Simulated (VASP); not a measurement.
# Ni3Pt (Pm-3m) in VASP: single point with LDA

Aim: the single point of Ni3Pt with LDA.

Program: VASP 6.6.1. These are calculated values, not measurements. Logs are shortened: lines on timing, memory, paths and dates and some standing lists are left out, and cuts for length are marked.

## 1. The cell of the first run

It takes space group Pm-3m (No. 221, cubic). The conventional cell has a = 3.473 Å, b = 3.473 Å, c = 3.473 Å, α = 90.00°, β = 90.00°, γ = 90.00°. Ni (site symmetry 4/mmm) has 8 Ni at 2.46 Å and 4 Pt at 2.46 Å within 3.2 Å. Pt (site symmetry m-3m) has 12 Ni at 2.46 Å within 3.2 Å.

## 2. Single point, LDA, collinear spin, ferromagnetic start (10.48 Å³/atom)

Input file INCAR:

```
SYSTEM = Ni3Pt
PREC = Accurate
ENCUT = 690
EDIFF = 1E-6
ISMEAR = -1
SIGMA = 0.05
LREAL = .False.
LASPH = .True.
NELM = 200
ALGO = Normal
ISIF = 2
LWAVE = .False.
LCHARG = .False.
ISPIN = 2
MAGMOM = 1.5 1.5 1.5 0.6
LORBIT = 11
LMAXMIX = 4
NBANDS = 48
GGA_COMPAT = .False.
```

Input file KPOINTS:

```
Automatic mesh
0
Gamma
  9 9 9
  0 0 0
```

Input file POSCAR:

```
Ni3Pt
1.0
    3.4733642582      0.0000000000      0.0000000000
    0.0000000000      3.4733642582      0.0000000000
    0.0000000000      0.0000000000      3.4733642582
Ni Pt
3 1
Direct
    0.5000000000      0.0000000000      0.5000000000
    0.0000000000      0.5000000000      0.5000000000
    0.5000000000      0.5000000000      0.0000000000
    0.0000000000      0.0000000000      0.0000000000
```

Potentials or basis: VASP PAW LDA potentials, release 64 (Ni_sv_GW, Pt_sv_GW).

Launch:

```sh
> cat potpaw_LDA.64/Ni_sv_GW/POTCAR potpaw_LDA.64/Pt_sv_GW/POTCAR > POTCAR
> mpirun -np 1 vasp_std > vasp.out
```

OUTCAR:

```text
SYSTEM = Ni3Pt
   PREC = Accurate
   ENCUT = 690
   EDIFF = 1E-6
   ISMEAR = -1
   LREAL = .False.
   LASPH = .True.
   NELM = 200
   ISIF = 2
   ISPIN = 2
   LORBIT = 11

 ion  position               nearest neighbor table
   1  0.500  0.000  0.500-   2 2.46   3 2.46   4 2.46   3 2.46   4 2.46   2 2.46   3 2.46   3 2.46
                             2 2.46   4 2.46   4 2.46   2 2.46
   2  0.000  0.500  0.500-   1 2.46   3 2.46   4 2.46   3 2.46   4 2.46   1 2.46   4 2.46   4 2.46
                             1 2.46   3 2.46   3 2.46   1 2.46
   3  0.500  0.500  0.000-   1 2.46   2 2.46   4 2.46   1 2.46   2 2.46   1 2.46   4 2.46   1 2.46
                             2 2.46   4 2.46   2 2.46   4 2.46
   4  0.000  0.000  0.000-   1 2.46   2 2.46   3 2.46   1 2.46   2 2.46   2 2.46   3 2.46   2 2.46
                             1 2.46   3 2.46   1 2.46   3 2.46

  LATTYP: Found a simple cubic cell.
 ALAT       =     3.4733642582

  Lattice vectors:

 A1 = (   3.4733642582,   0.0000000000,   0.0000000000)
 A2 = (   0.0000000000,   3.4733642582,   0.0000000000)
 A3 = (   0.0000000000,   0.0000000000,   3.4733642582)

Analysis of symmetry for initial positions (statically):
=====================================================================
 Subroutine PRICEL returns:
 Original cell was already a primitive cell.

 Routine SETGRP: Setting up the symmetry group for a
 simple cubic supercell.

 Subroutine GETGRP returns: Found 48 space group operations
 (whereof 48 operations were pure point group operations)
 out of a pool of 48 trial point group operations.

The static configuration has the point symmetry O_h .

Analysis of symmetry for dynamics (positions and initial velocities):
=====================================================================
 Subroutine PRICEL returns:
 Original cell was already a primitive cell.

 Routine SETGRP: Setting up the symmetry group for a
 simple cubic supercell.

 Subroutine GETGRP returns: Found 48 space group operations
 (whereof 48 operations were pure point group operations)
 out of a pool of 48 trial point group operations.

The dynamic configuration has the point symmetry O_h .

Analysis of structural, dynamic, and magnetic symmetry:
=====================================================================
 Subroutine PRICEL returns:
 Original cell was already a primitive cell.

 Routine SETGRP: Setting up the symmetry group for a
 simple cubic supercell.

 Subroutine GETGRP returns: Found 48 space group operations
 (whereof 48 operations were pure point group operations)
 out of a pool of 48 trial point group operations.

The overall configuration has the point symmetry O_h .

 Subroutine INISYM returns: Found 48 space group operations
 (whereof 48 operations are pure point group operations),
[... 139 lines left out ...]

 number of electron      71.9999946 magnetization      -1.6874758

 Free energy of the ion-electron system (eV)
  ---------------------------------------------------
  ext. energy  EPLUGINS =         0.00000000
  ---------------------------------------------------
  free energy    TOTEN  =       -29.68667954 eV

  energy without entropy =      -29.63064474  energy(sigma->0) =      -29.65866214

 E-fermi :  10.3541     XC(G=0): -15.1970

 val. band max:       10.3534810865   @ k =   0.2222   0.2222   0.1111
 cond. band min:      10.3570070099   @ k =   0.4444   0.4444   0.3333
 fundamental gap:      0.0035259234
 Fermi energy:        10.3540766255

 spin component 1

 k-point     1 :       0.0000    0.0000    0.0000
  band No.  band energies     occupation
      1     -91.5991      1.00000
      2     -91.5557      1.00000
      3     -91.5557      1.00000
      4     -88.3390      1.00000
      5     -52.7005      1.00000
      6     -52.7005      1.00000
[... 1213 lines left out ...]
     47      27.4313      0.00000
     48      28.3134      0.00000

 [... further k-points ...]

 spin component 2

 k-point     1 :       0.0000    0.0000    0.0000
  band No.  band energies     occupation
      1     -92.1766      1.00000
      2     -92.1341      1.00000
      3     -92.1341      1.00000
      4     -88.4742      1.00000
      5     -53.2526      1.00000
      6     -53.2526      1.00000
[... 1213 lines left out ...]
     47      27.3125      0.00000
     48      28.2040      0.00000

 [... further k-points ...]

------------------------ aborting loop because EDIFF is reached ----------------------------------------

  FORCE on cell =-STRESS in cart. coord.  units (eV):
  Direction    XX          YY          ZZ          XY          YZ          ZX
  --------------------------------------------------------------------------------------
  -------------------------------------------------------------------------------------
  Total        6.4247352      6.4247352      6.4247352     -0.0000000      0.0000000      0.0000000
  in kB      245.6488980    245.6488980    245.6488980     -0.0000000      0.0000000      0.0000000
  external PRESSURE =     245.6488980 kB  Pullay stress =       0.0000000 kB

 VOLUME and BASIS-vectors are now :
 -----------------------------------------------------------------------------
  energy-cutoff  :      690.00
  volume of cell :       41.90
      direct lattice vectors                 reciprocal lattice vectors
     3.473364258  0.000000000  0.000000000     0.287905306  0.000000000  0.000000000
     0.000000000  3.473364258  0.000000000     0.000000000  0.287905306  0.000000000
     0.000000000  0.000000000  3.473364258     0.000000000  0.000000000  0.287905306

 POSITION                                       TOTAL-FORCE (eV/Angst)
 -----------------------------------------------------------------------------------
      1.73668      0.00000      1.73668         0.000000      0.000000      0.000000
      0.00000      1.73668      1.73668         0.000000      0.000000      0.000000
      1.73668      1.73668      0.00000         0.000000      0.000000      0.000000
      0.00000      0.00000      0.00000         0.000000      0.000000      0.000000
 -----------------------------------------------------------------------------------
    total drift:                                0.000000      0.000000     -0.000000

  FREE ENERGIE OF THE ION-ELECTRON SYSTEM (eV)
  ---------------------------------------------------
  free  energy   TOTEN  =       -29.6866795427 eV

  energy  without entropy=      -29.6306447397  energy(sigma->0) =      -29.65866214

 total charge

# of ion       s       p       d       f       tot
--------------------------------------------------
    1        2.251   6.364   7.862   0.008  16.485
    2        2.251   6.364   7.862   0.008  16.485
    3        2.251   6.364   7.862   0.008  16.485
    4        4.818   6.135   7.886   0.037  18.875
--------------------------------------------------
tot         11.570  25.226  31.473   0.062  68.331

 magnetization (x)

# of ion       s       p       d       f       tot
--------------------------------------------------
    1       -0.000   0.005  -0.500  -0.000  -0.495
    2       -0.000   0.005  -0.500  -0.000  -0.495
    3       -0.000   0.005  -0.500  -0.000  -0.495
    4        0.000   0.003  -0.263   0.000  -0.260
--------------------------------------------------
tot         -0.001   0.017  -1.763   0.000  -1.746
```

OSZICAR:

```text
N       E                     dE             d eps       ncg     rms          rms(c)
DAV:   1     0.161812680010E+04    0.16181E+04   -0.43924E+04 11200   0.652E+03
DAV:   2     0.144667462686E+03   -0.14735E+04   -0.14134E+04 13216   0.177E+03
DAV:   3    -0.296513981450E+02   -0.17432E+03   -0.16560E+03 13432   0.758E+02
DAV:   4    -0.379646068243E+02   -0.83132E+01   -0.82408E+01 13320   0.131E+02
DAV:   5    -0.383943205967E+02   -0.42971E+00   -0.42941E+00 12456   0.252E+01    0.952E+01
DAV:   6    -0.403043012833E+02   -0.19100E+01   -0.74573E+01  9680   0.497E+02    0.436E+01
DAV:   7    -0.345611981432E+02    0.57431E+01   -0.13006E+02  9984   0.496E+02    0.489E+01
DAV:   8    -0.306767909318E+02    0.38844E+01   -0.64609E+00 12752   0.968E+01    0.204E+01
DAV:   9    -0.296492551218E+02    0.10275E+01   -0.21079E+00 12040   0.661E+01    0.952E+00
DAV:  10    -0.296865821385E+02   -0.37327E-01   -0.38048E-01 13136   0.112E+01    0.540E+00
DAV:  11    -0.296926690690E+02   -0.60869E-02   -0.18639E-02 10752   0.481E+00    0.232E+00
DAV:  12    -0.296881217761E+02    0.45473E-02   -0.42269E-03 13240   0.280E+00    0.124E+00
DAV:  13    -0.296865872392E+02    0.15345E-02   -0.11552E-02 12200   0.391E+00    0.401E-01
DAV:  14    -0.296866378512E+02   -0.50612E-04   -0.25321E-03 12576   0.779E-01    0.512E-01
DAV:  15    -0.296866604629E+02   -0.22612E-04   -0.11659E-04 11984   0.444E-01    0.280E-01
DAV:  16    -0.296866782175E+02   -0.17755E-04   -0.53720E-05 12792   0.306E-01    0.517E-02
DAV:  17    -0.296866801363E+02   -0.19189E-05   -0.37545E-05 11392   0.259E-01    0.392E-02
DAV:  18    -0.296866795427E+02    0.59363E-06   -0.86552E-06  7904   0.461E-02
   1 F= -.29686680E+02 E0= -.29658662E+02  d E =-.560348E-01  mag=    -1.6863
```

Wall time 4.2 min (1 thread of AMD EPYC 7R43 (Zen 3), shared host); peak memory 0.26 GiB.

What came out:

```
Free energy                                           : -29.6867 eV
Pressure                                              : 24.6 GPa
Net moment                                            : -1.69 μB per cell
Site moments                                          : Ni -0.49; Pt -0.26 μB
Valence electrons inside the program's atomic spheres : Ni 16.48; Pt 18.88
```

Caveat: the cell stands under pressure; spin-orbit coupling is left out, which moves the levels of the heavy elements.
